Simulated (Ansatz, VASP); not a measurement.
BaScO2F: VASP beside Ansatz

```
Ba Sc O F
1.0
     4.20695    0.00000    0.00000
     0.00000    4.20695    0.00000
     0.00000    0.00000    4.08507
Ba Sc O F
1 1 2 1
Cartesian
  2.1035 2.1035 2.0425
  0.0000 0.0000 0.0000
  2.1035 0.0000 0.0000
  0.0000 2.1035 0.0000
  0.0000 0.0000 2.0425
```

Change from the starting cell: strain -0.0300 x Voigt [0, 0, 1, 0, 0, 0], atoms carried along.

Alike in both runs: task single point; functional LDA; k mesh 6 × 6 × 6; occupations gaussian, width 0.05 eV; no spin polarisation.

|  | VASP | Ansatz |
| --- | --- | --- |
| version | VASP 6.6.1 | Ansatz 0.2.0 |
| potentials or method | VASP PAW LDA potentials, release 64 (Ba_sv, Sc_sv, O_h, F_h), cutoff 910 eV | scalar-relativistic, plane waves, PAW |
| valence electrons in the cell | 40 | 40 |

|  | VASP | Ansatz | Ansatz less VASP |
| --- | --- | --- | --- |
| gap on the k mesh at the Fermi level (eV) | 3.01 | 3.08 | +0.071 |
| least direct gap on the mesh (eV) | 3.34 | 3.40 | +0.059 |

LDA's correlation is that of Perdew and Zunger in VASP and of Perdew and Wang (1992) in Ansatz.

Spin-orbit coupling is off throughout. Noted on VASP's run: the cutoff is short for stress, so the pressure is rough.
